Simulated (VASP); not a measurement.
Crystal: Rh.

```
Rh
1.0
     0.00000    1.91606    1.91606
     1.91606    0.00000    1.91606
     1.91606    1.91606    0.00000
Rh
1
Direct
  0.00000 0.00000 0.00000
```

Base run:

```yaml
Program: VASP 6.6.1
Functional: PBE
Potentials_or_basis: VASP PAW PBE potentials, release 64 (Rh_pv)
Cutoff: 520 eV
k_mesh: 11 × 11 × 11
Occupations: fermi-dirac, width 0.1 eV
Spin: no spin polarisation
```

Its results: pressure 0.4 GPa.

The run is repeated on the same cell with these changes: k mesh from 11 × 11 × 11 to 7 × 7 × 7. What comes out?

Pressure -1.1 GPa.

Caveats: some runs use coarse meshes.
